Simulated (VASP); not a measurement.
# CO2 (P4_2/mnm) in VASP: single point with LDA

Aim: the single point of CO2 with LDA.

All numbers are computed with VASP 6.6.1; they aren't measurements. Logs are shortened: lines on timing, memory, paths and dates and some standing lists are left out, and cuts for length are marked.

## 1. The cell of the first run

The structure is tetragonal, space group P4_2/mnm (No. 136). Conventional cell: a = 3.516 Å, b = 3.516 Å, c = 4.104 Å, α = 90.00°, β = 90.00°, γ = 90.00°. Within 1.5 Å of C (site symmetry mmm) lie 2 O at 1.14 Å. O (site symmetry m2m) has 1 C at 1.14 Å within 1.5 Å.

## 2. Single point, LDA

The input, INCAR:

```
PREC = Accurate
ENCUT = 520
EDIFF = 1E-6
ISMEAR = 0
SIGMA = 0.01
LREAL = F
LASPH = T
NELM = 60
ALGO = Normal
ISIF = 2
LWAVE = F
LCHARG = T
LELF = T
LVHAR = T
NBANDS = 25
```

The input, KPOINTS:

```
regular mesh
0
Gamma
  6 6 4
```

The input, POSCAR:

```
CO2
1.0
    3.5161000000      0.0000000000      0.0000000000
    0.0000000000      3.5161000000      0.0000000000
    0.0000000000      0.0000000000      4.1043000000
C O
2 4
Direct
    0.0000000000      0.0000000000      0.0000000000
    0.5000000000      0.5000000000      0.5000000000
    0.2300000000      0.2300000000      0.0000000000
    0.2700000000      0.7300000000      0.5000000000
    0.7700000000      0.7700000000      0.0000000000
    0.7300000000      0.2700000000      0.5000000000
```

Potentials or basis: VASP PAW LDA potentials, release 64 (C, O).

Run with:

```bash
cat potpaw_LDA.64/C/POTCAR potpaw_LDA.64/O/POTCAR > POTCAR
mpirun -np 1 vasp_std > vasp.out
```

OUTCAR:

```text
PREC = Accurate
   ENCUT = 520
   EDIFF = 1E-6
   ISMEAR = 0
   LREAL = F
   LASPH = T
   NELM = 60
   ISIF = 2

 ion  position               nearest neighbor table
   1  0.000  0.000  0.000-   3 1.14   5 1.14
   2  0.500  0.500  0.500-   4 1.14   6 1.14
   3  0.230  0.230  0.000-   1 1.14
   4  0.270  0.730  0.500-   2 1.14
   5  0.770  0.770  0.000-   1 1.14
   6  0.730  0.270  0.500-   2 1.14

  LATTYP: Found a simple tetragonal cell.
 ALAT       =     3.5161000000
 C/A-ratio  =     1.1672876198

  Lattice vectors:

 A1 = (   3.5161000000,   0.0000000000,   0.0000000000)
 A2 = (   0.0000000000,   3.5161000000,   0.0000000000)
 A3 = (   0.0000000000,   0.0000000000,   4.1043000000)

Analysis of symmetry for initial positions (statically):
=====================================================================
 Subroutine PRICEL returns:
 Original cell was already a primitive cell.

 Routine SETGRP: Setting up the symmetry group for a
 simple tetragonal supercell.

 Subroutine GETGRP returns: Found 16 space group operations
 (whereof  8 operations were pure point group operations)
 out of a pool of 16 trial point group operations.

The static configuration has the point symmetry D_2h.
 The point group associated with its full space group is D_4h.

Analysis of symmetry for dynamics (positions and initial velocities):
=====================================================================
 Subroutine PRICEL returns:
 Original cell was already a primitive cell.

 Routine SETGRP: Setting up the symmetry group for a
 simple tetragonal supercell.

 Subroutine GETGRP returns: Found 16 space group operations
 (whereof  8 operations were pure point group operations)
 out of a pool of 16 trial point group operations.

The dynamic configuration has the point symmetry D_2h.
 The point group associated with its full space group is D_4h.

 Subroutine INISYM returns: Found 16 space group operations
 (whereof  8 operations are pure point group operations),
 and found     1 'primitive' translations

----------------------------------------------------------------------------------------

                                     Primitive cell

  volume of cell :      50.7413

  direct lattice vectors                    reciprocal lattice vectors
     3.516100000  0.000000000  0.000000000     0.284406018  0.000000000  0.000000000
     0.000000000  3.516100000  0.000000000     0.000000000  0.284406018  0.000000000
     0.000000000  0.000000000  4.104300000     0.000000000  0.000000000  0.243646907

  length of vectors
     3.516100000  3.516100000  4.104300000     0.284406018  0.284406018  0.243646907

  position of ions in fractional coordinates (direct lattice)
     0.000000000  0.000000000  0.000000000
     0.500000000  0.500000000  0.500000000
     0.230000000  0.230000000  0.000000000
     0.270000000  0.730000000  0.500000000
     0.770000000  0.770000000  0.000000000
     0.730000000  0.270000000  0.500000000

  ion indices of the primitive-cell ions
   primitive index   ion index
                 1           1
                 2           2
                 3           3
                 4           4
                 5           5
                 6           6

----------------------------------------------------------------------------------------

 KPOINTS: regular mesh

Automatic generation of k-mesh.
 Grid dimensions read from file:
 generate k-points for:    6    6    4

 Generating k-lattice:

  Cartesian coordinates                     Fractional coordinates (reciprocal lattice)
     0.047401003  0.000000000  0.000000000     0.166666667  0.000000000  0.000000000
     0.000000000  0.047401003  0.000000000     0.000000000  0.166666667  0.000000000
     0.000000000  0.000000000  0.060911727     0.000000000  0.000000000  0.250000000

  Length of vectors
     0.047401003  0.047401003  0.060911727

  Shift w.r.t. Gamma in fractional coordinates (k-lattice)
     0.000000000  0.000000000  0.000000000

 Subroutine IBZKPT returns following result:
 ===========================================

 Found     30 irreducible k-points:

 Following reciprocal coordinates:
            Coordinates               Weight
  0.000000  0.000000  0.000000      1.000000
  0.166667  0.000000  0.000000      4.000000
  0.333333  0.000000  0.000000      4.000000
  0.500000  0.000000  0.000000      2.000000
  0.166667  0.166667  0.000000      4.000000
  0.333333  0.166667  0.000000      8.000000
[... 16 lines left out ...]
  0.333333  0.000000  0.500000      4.000000
  0.500000  0.000000  0.500000      2.000000
 [... further k-points ...]
   k-points           NKPTS =     30   k-points in BZ     NKDIM =     30   number of bands    NBANDS=     25
   number of dos      NEDOS =    301   number of ions     NIONS =      6
   total plane-waves  NPLWV =  25088
   dimension x,y,z NGX =    28 NGY =   28 NGZ =   32
   dimension x,y,z NGXF=    56 NGYF=   56 NGZF=   64
   ions per type =               2   4
   NGX,Y,Z   is equivalent  to a cutoff of  13.24, 13.24, 12.96 a.u.
   NGXF,Y,Z  is equivalent  to a cutoff of  26.48, 26.48, 25.92 a.u.
 SYSTEM =  unknown system
   PREC   = accura    normal or accurate (medium, high low for compatibility)
   ISTART =      0    job   : 0-new  1-cont  2-samecut
   ICHARG =      2    charge: 1-file 2-atom 10-const
   ISPIN  =      1    spin polarized calculation?
   LNONCOLLINEAR =      F non collinear calculations
   LSORBIT =      F    spin-orbit coupling
   LASPH  =      T    aspherical Exc in radial PAW
   ENCUT  =  520.0 eV  38.22 Ry    6.18 a.u.   6.54  6.54  7.63*2*pi/ulx,y,z
   NELM   =     60;   NELMIN=  2; NELMDL= -5     # of ELM steps
   EDIFF  = 0.1E-05   stopping-criterion for ELM
   LREAL  =      F    real-space projection
   EDIFFG = 0.1E-04   stopping-criterion for IOM
   NSW    =      0    number of steps for IOM
   IBRION =     -1    ionic relax: 0-MD 1-quasi-New 2-CG
   NFREE  =      0    steps in history (QN), initial steepest desc. (CG)
   ISIF   =      2    stress and relaxation
   ISYM   =      2    0-nonsym 1-usesym 2-fastsym
   POTIM  = 0.5000    time-step for ionic-motion
   TEBEG  =    0.0;   TEEND  =   0.0 temperature during run
   PSTRESS=    0.0 pullay stress
   NELECT =      32.0000    total number of electrons
   NUPDOWN=      -1.0000    fix difference up-down
   EMIN   =  10.00;   EMAX   =-10.00  energy-range for DOS
   EFERMI =   0.00;   METHOD = LEGACY
   ISMEAR =     0;   SIGMA  =   0.01  broadening in eV -4-tet -1-fermi 0-gaus
   EFERMI_NEDOS =   21; number of points for ismear=-14 and -15
   IALGO  =     38    algorithm
   IMIX   =      4    mixing-type and parameters
     AMIX     =   0.40;   BMIX     =  1.00
     AMIX_MAG =   1.60;   BMIX_MAG =  1.00
  volume/ion in A,a.u.               =       8.46        57.07
  Fermi-wavevector in a.u.,A,eV,Ry     =   1.403905  2.652995 26.816383  1.970949
  Thomas-Fermi vector in A             =   2.526520
   LORBIT       =      0    0 simple, 1 ext, 2 COOP (PROOUT), +10 PAW based schemes
   GGA     = CA    functional components
   LHFCALC =     F    Hartree Fock is set to
   AEXX    =    0.0000 exact exchange contribution
   IVDW    =     0    specifies the selected vdW correction
   LEPSILON=     F    determine dielectric tensor
   LRPA    =     F    only Hartree local field effects (RPA)
 non-spin polarized calculation
 Gauss-broadening in eV      SIGMA  =   0.01
  energy-cutoff  :      520.00
  volume of cell :       50.74
 maximum number of plane-waves:      1395
 NGX is ok and might be reduce to    28
   NGX = 13   NGY = 13   NGZ = 15

 number of electron      32.0000018 magnetization

 Free energy of the ion-electron system (eV)
  ---------------------------------------------------
  ext. energy  EPLUGINS =         0.00000000
  ---------------------------------------------------
  free energy    TOTEN  =       -48.85805837 eV

  energy without entropy =      -48.85805837  energy(sigma->0) =      -48.85805837

 E-fermi :   1.3570     XC(G=0): -11.4481

 val. band max:        1.2428309439   @ k =   0.5000   0.5000   0.5000
 cond. band min:       6.9508027167   @ k =   0.0000   0.0000   0.0000
 fundamental gap:      5.7079717728
 Fermi energy:         1.3570356891

 k-point     1 :       0.0000    0.0000    0.0000
  band No.  band energies     occupation
      1     -21.4462      2.00000
      2     -20.0864      2.00000
      3     -19.3003      2.00000
      4     -19.3003      2.00000
      5      -6.4592      2.00000
      6      -6.0493      2.00000
[... 17 lines left out ...]
     24      17.9108      0.00000
     25      18.3635      0.00000

 k-point     2 :       0.1667    0.0000    0.0000
  band No.  band energies     occupation
      1     -21.3369      2.00000
      2     -20.1084      2.00000
      3     -19.3698      2.00000
      4     -19.3186      2.00000
      5      -6.2525      2.00000
      6      -5.9372      2.00000
[... 17 lines left out ...]
     24      17.7886      0.00000
     25      18.3887      0.00000

 k-point     3 :       0.3333    0.0000    0.0000
  band No.  band energies     occupation
      1     -21.0341      2.00000
      2     -20.2648      2.00000
      3     -19.4622      2.00000
      4     -19.3708      2.00000
      5      -5.6540      2.00000
      6      -5.6185      2.00000
[... 552 lines left out ...]
 k-point    23 :       0.3333    0.0000    0.5000
  band No.  band energies     occupation
      1     -20.5814      2.00000
      2     -20.5814      2.00000
      3     -19.4962      2.00000
      4     -19.4962      2.00000
      5      -6.5293      2.00000
      6      -6.5293      2.00000
[... 17 lines left out ...]
     24      18.1113      0.00000
     25      19.1272      0.00000

 k-point    24 :       0.5000    0.0000    0.5000
  band No.  band energies     occupation
      1     -20.4823      2.00000
      2     -20.4823      2.00000
      3     -19.5872      2.00000
      4     -19.5872      2.00000
      5      -6.6180      2.00000
      6      -6.6180      2.00000
[... 17 lines left out ...]
     24      18.2383      0.00000
     25      18.2393      0.00000

 [... further k-points ...]

------------------------ aborting loop because EDIFF is reached ----------------------------------------

  FORCE on cell =-STRESS in cart. coord.  units (eV):
  Direction    XX          YY          ZZ          XY          YZ          ZX
  --------------------------------------------------------------------------------------
  -------------------------------------------------------------------------------------
  Total       10.5446253     10.5446253      5.0588715     -0.0000000      0.0000000      0.0000000
  in kB      332.9509048    332.9509048    159.7359612     -0.0000000      0.0000000      0.0000000
  external PRESSURE =     275.2125903 kB  Pullay stress =       0.0000000 kB

 VOLUME and BASIS-vectors are now :
 -----------------------------------------------------------------------------
  energy-cutoff  :      520.00
  volume of cell :       50.74
      direct lattice vectors                 reciprocal lattice vectors
     3.516100000  0.000000000  0.000000000     0.284406018  0.000000000  0.000000000
     0.000000000  3.516100000  0.000000000     0.000000000  0.284406018  0.000000000
     0.000000000  0.000000000  4.104300000     0.000000000  0.000000000  0.243646907

 POSITION                                       TOTAL-FORCE (eV/Angst)
 -----------------------------------------------------------------------------------
      0.00000      0.00000      0.00000         0.000000      0.000000      0.000000
      1.75805      1.75805      2.05215         0.000000      0.000000      0.000000
      0.80870      0.80870      0.00000         1.481060      1.481060     -0.000000
      0.94935      2.56675      2.05215        -1.481060      1.481060      0.000000
      2.70740      2.70740      0.00000        -1.481060     -1.481060      0.000000
      2.56675      0.94935      2.05215         1.481060     -1.481060      0.000000
 -----------------------------------------------------------------------------------
    total drift:                                0.000000     -0.000000      0.000000

  FREE ENERGIE OF THE ION-ELECTRON SYSTEM (eV)
  ---------------------------------------------------
  free  energy   TOTEN  =       -48.8580583720 eV

  energy  without entropy=      -48.8580583720  energy(sigma->0) =      -48.85805837
```

Run time: 26 s. Hardware: 1 thread of Intel Xeon Platinum 8488C (Sapphire Rapids), shared host; peak memory 0.15 GiB.

What came out:

```
Free energy            : -48.8581 eV
Pressure               : 27.5 GPa
Largest force          : 2.095 eV/Å
Band gap on the k mesh : 5.71 eV, indirect (least direct gap 6.42 eV)
```

Forces in eV/Å, atoms in the order of the input:
```
C    0.000  0.000  0.000
C    0.000  0.000  0.000
O    1.481  1.481  0.000
O   -1.481  1.481  0.000
O   -1.481 -1.481  0.000
O    1.481 -1.481  0.000
```

Stress tensor (GPa, compression positive):
```
33.30  0.00  0.00
 0.00 33.30  0.00
 0.00  0.00 15.97
```

Caveat: forces of over 1 eV/Å act on the atoms, so gaps and moduli don't describe the material at rest.
